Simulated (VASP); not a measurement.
# CoPtO2 (R-3m) in VASP: electric field gradients with PBE

Aim: the electric field gradients of CoPtO2 with PBE.

All numbers are computed with VASP 6.6.1; they aren't measurements. Logs are shortened: lines on timing, memory, paths and dates and some standing lists are left out, and cuts for length are marked.

### 1 The cell of the first run

It takes space group R-3m (No. 166, trigonal). The conventional cell has a = 2.825 Å, b = 2.825 Å, c = 17.818 Å, α = 90.00°, β = 90.00°, γ = 120.00°. Co (site symmetry -3m) has 6 O at 1.90 Å within 2.5 Å. Within 2.6 Å of Pt (site symmetry -3m) lie 2 O at 2.00 Å. Within 2.6 Å of O (site symmetry 3m) lie 3 Co at 1.90 Å and 1 Pt at 2.00 Å and 3 O at 2.53 Å.

### 2 Electric field gradients, PBE, collinear spin, ferromagnetic start

The input, INCAR:

```
SYSTEM = CoPtO2
PREC = Accurate
ENCUT = 520
EDIFF = 1E-8
ISMEAR = -1
SIGMA = 0.02
LREAL = .FALSE.
LASPH = .TRUE.
NELM = 150
ALGO = Normal
ISIF = 2
LWAVE = .FALSE.
LCHARG = .FALSE.
ISPIN = 2
MAGMOM = 3 0 0 0
LORBIT = 11
LMAXMIX = 4
GGA = PE
LEFG = .TRUE.
NBANDS = 28
```

The input, KPOINTS:

```
Automatic mesh
0
G
  10 10 10
  0 0 0
```

The input, POSCAR:

```
CoPtO2
1.0
    1.4122699173      0.8153744169      5.9393891094
   -1.4122699173      0.8153744169      5.9393891094
    0.0000000000     -1.6307488338      5.9393891094
Co Pt O
1 1 2
Direct
    0.5000000000      0.5000000000      0.5000000000
    0.0000000000      0.0000000000      0.0000000000
    0.8877559700      0.8877559700      0.8877559700
    0.1122440300      0.1122440300      0.1122440300
```

Potentials or basis: VASP PAW PBE potentials, release 64 (Co, Pt, O).

On the command line:

```
cat potpaw_PBE.64/Co/POTCAR potpaw_PBE.64/Pt/POTCAR potpaw_PBE.64/O/POTCAR > POTCAR
mpirun -np 1 vasp_std > vasp.out
```

OUTCAR:

```text
SYSTEM = CoPtO2
   PREC = Accurate
   ENCUT = 520
   EDIFF = 1E-8
   ISMEAR = -1
   LREAL = .FALSE.
   LASPH = .TRUE.
   NELM = 150
   ISIF = 2
   ISPIN = 2
   LORBIT = 11
   GGA = PE

 ion  position               nearest neighbor table
   1  0.500  0.500  0.500-   4 1.90   3 1.90   4 1.90   4 1.90   3 1.90   3 1.90
   2  0.000  0.000  0.000-   3 2.00   4 2.00
   3  0.888  0.888  0.888-   1 1.90   1 1.90   1 1.90   2 2.00
   4  0.112  0.112  0.112-   1 1.90   1 1.90   1 1.90   2 2.00

  LATTYP: Found a trigonal (rhomboedric) cell.
 ALAT       =     6.1591951383
 COS(alpha) =     0.8948480128

  Lattice vectors:

 A1 = (   1.4122699173,   0.8153744169,   5.9393891094)
 A2 = (  -1.4122699173,   0.8153744169,   5.9393891094)
 A3 = (   0.0000000000,  -1.6307488338,   5.9393891094)

Analysis of symmetry for initial positions (statically):
=====================================================================
 Subroutine PRICEL returns:
 Original cell was already a primitive cell.

 Routine SETGRP: Setting up the symmetry group for a
 trigonal (rhombohedral) supercell.

 Subroutine GETGRP returns: Found 12 space group operations
 (whereof 12 operations were pure point group operations)
 out of a pool of 12 trial point group operations.

The static configuration has the point symmetry D_3d.

Analysis of symmetry for dynamics (positions and initial velocities):
=====================================================================
 Subroutine PRICEL returns:
 Original cell was already a primitive cell.

 Routine SETGRP: Setting up the symmetry group for a
 trigonal (rhombohedral) supercell.

 Subroutine GETGRP returns: Found 12 space group operations
 (whereof 12 operations were pure point group operations)
 out of a pool of 12 trial point group operations.

The dynamic configuration has the point symmetry D_3d.

Analysis of structural, dynamic, and magnetic symmetry:
=====================================================================
[... 1616 lines left out ...]

 [... further k-points ...]

 [bands above 27 left out]

------------------------ aborting loop because EDIFF is reached ----------------------------------------

  FORCE on cell =-STRESS in cart. coord.  units (eV):
  Direction    XX          YY          ZZ          XY          YZ          ZX
  --------------------------------------------------------------------------------------
  -------------------------------------------------------------------------------------
  Total        1.5114325      1.5114325      1.8057156     -0.0000000     -0.0000000      0.0000000
  in kB       59.0108028     59.0108028     70.5004850     -0.0000000     -0.0000000      0.0000000
  external PRESSURE =      62.8406969 kB  Pullay stress =       0.0000000 kB

 VOLUME and BASIS-vectors are now :
 -----------------------------------------------------------------------------
  energy-cutoff  :      520.00
  volume of cell :       41.04
      direct lattice vectors                 reciprocal lattice vectors
     1.412269917  0.815374417  5.939389109     0.354039971  0.204405072  0.056122495
    -1.412269917  0.815374417  5.939389109    -0.354039971  0.204405072  0.056122495
     0.000000000 -1.630748834  5.939389109     0.000000000 -0.408810145  0.056122495

 POSITION                                       TOTAL-FORCE (eV/Angst)
 -----------------------------------------------------------------------------------
      0.00000      0.00000      8.90908         0.000000      0.000000      0.000000
      0.00000      0.00000      0.00000         0.000000      0.000000      0.000000
      0.00000      0.00000     15.81818         0.000000      0.000000      0.044911
      0.00000      0.00000      1.99998         0.000000     -0.000000     -0.044911
 -----------------------------------------------------------------------------------
    total drift:                                0.000000      0.000000     -0.000000

  FREE ENERGIE OF THE ION-ELECTRON SYSTEM (eV)
  ---------------------------------------------------
  free  energy   TOTEN  =       -26.3954045214 eV

  energy  without entropy=      -26.3924789739  energy(sigma->0) =      -26.39394175

 Electric field gradients (V/A^2)
---------------------------------------------------------------------
 ion       V_xx      V_yy      V_zz      V_xy      V_xz      V_yz
---------------------------------------------------------------------
   1     -14.744   -14.744    29.487     0.000     0.000    -0.000
   2      35.823    35.823   -71.647     0.000     0.000     0.000
   3     -23.779   -23.779    47.558     0.000     0.000     0.000
   4     -23.779   -23.779    47.558     0.000     0.000     0.000
---------------------------------------------------------------------

 Electric field gradients after diagonalization (V/A^2)
 (convention: |V_zz| > |V_xx| > |V_yy|)
----------------------------------------------------------------------
 ion       V_xx      V_yy      V_zz     asymmetry (V_yy - V_xx)/ V_zz
----------------------------------------------------------------------
   1     -14.744   -14.744    29.487       0.000
   2      35.823    35.823   -71.647       0.000
   3     -23.779   -23.779    47.558       0.000
   4     -23.779   -23.779    47.558       0.000
----------------------------------------------------------------------

           NMR quadrupolar parameters

 Cq : quadrupolar parameter    Cq=e*Q*V_zz/h
 eta: asymmetry parameters     (V_yy - V_xx)/ V_zz
 Q  : nuclear electric quadrupole moment in mb (millibarn)
----------------------------------------------------------------------
 ion       Cq(MHz)       eta       Q (mb)
----------------------------------------------------------------------
   1       0.071       0.000       1.000
   2      -0.173       0.000       1.000
   3       0.115       0.000       1.000
   4       0.115       0.000       1.000
----------------------------------------------------------------------

 total charge

# of ion       s       p       d       tot
------------------------------------------
    1        0.432   0.669   7.362   8.463
    2        0.652   0.578   8.001   9.231
    3        1.557   3.459   0.000   5.016
    4        1.557   3.459   0.000   5.016
--------------------------------------------------
tot          4.198   8.164  15.363  27.725

 magnetization (x)

# of ion       s       p       d       tot
------------------------------------------
    1       -0.000  -0.000   0.001   0.001
    2       -0.003  -0.002  -0.072  -0.077
    3       -0.000  -0.001   0.000  -0.001
    4       -0.000  -0.001   0.000  -0.001
--------------------------------------------------
tot         -0.003  -0.003  -0.071  -0.077
```

stdout:

```text
POSCAR found type information on POSCAR CoPtO
 POSCAR found :  3 types and       4 ions
 scaLAPACK will be used
 LDA part: xc-table for (Slater+PW92), standard interpolation
 POSCAR, INCAR and KPOINTS ok, starting setup
 FFT: planning ... GRIDC
 FFT: planning ... GRID_SOFT
 FFT: planning ... GRID
 WAVECAR not read
 entering main loop
ion   1

ion   2

ion   3

ion   4
```

Wall time 34 min (1 thread of Intel Xeon 8259CL, shared host); peak memory 0.56 GiB.

What came out:

* Free energy: -26.3954 eV
* Pressure: 6.3 GPa
* Largest force: 0.045 eV/Å
* Net moment: -0.08 μB per cell
* Site moments: Co +0.00; Pt -0.08; O -0.00 μB
* Largest electric field gradient by atom: Co +29.5; Pt -71.6; O +47.6 V/Å²
* Valence electrons inside the program's atomic spheres: Co 8.46; Pt 9.23; O 5.02

Forces on the atoms (eV/Å):
```
Co   0.000  0.000  0.000
Pt   0.000  0.000  0.000
O    0.000  0.000  0.045
O    0.000  0.000 -0.045
```

Levels at points of the mesh, in eV from the Fermi level:
Spin up:
```csv
k point,band 14,band 15,band 16,band 17,band 18,band 19
"(0.00, 0.00, 0.00)",-1.60,-1.60,-1.53,1.87,1.87,2.80
"(0.50, 0.00, 0.00)",-1.01,0.06,1.04,1.33,1.35,2.52
"(0.50, 0.50, 0.00)",-1.04,0.06,0.18,1.76,2.25,2.52
"(0.50, 0.50, 0.50)",-0.88,-0.72,-0.72,1.44,1.44,4.01
```
Spin down:
```csv
k point,band 12,band 13,band 14,band 15,band 16,band 17,band 18,band 19,band 20,band 21
"(0.00, 0.00, 0.00)",-1.94,-1.94,-1.62,-1.62,-1.53,1.87,1.87,2.78,5.56,9.04
"(0.50, 0.00, 0.00)",-1.45,-1.25,-1.01,-0.01,1.04,1.30,1.33,2.50,7.11,10.03
"(0.50, 0.50, 0.00)",-1.86,-1.24,-1.04,-0.01,0.17,1.75,2.21,2.50,7.77,9.07
"(0.50, 0.50, 0.50)",-1.86,-1.86,-0.88,-0.75,-0.75,1.44,1.44,3.99,4.55,8.78
```

Electric field gradients, principal values (V/Å²):
| atom | least | middle | greatest (by size) |
| --- | --- | --- | --- |
| 1 Co | -14.744 | -14.744 | 29.487 |
| 2 Pt | 35.823 | 35.823 | -71.647 |
| 3 O | -23.779 | -23.779 | 47.558 |
| 4 O | -23.779 | -23.779 | 47.558 |

Caveat: the cell stands under pressure; without QUAD_EFG the Cq values of the log hold for a quadrupole moment of 1 mb, not for the nuclei; spin-orbit coupling is left out, which moves the levels of the heavy elements; semilocal functionals often make such compounds metallic where correlation or magnetic order opens a gap, which also shifts bond lengths.
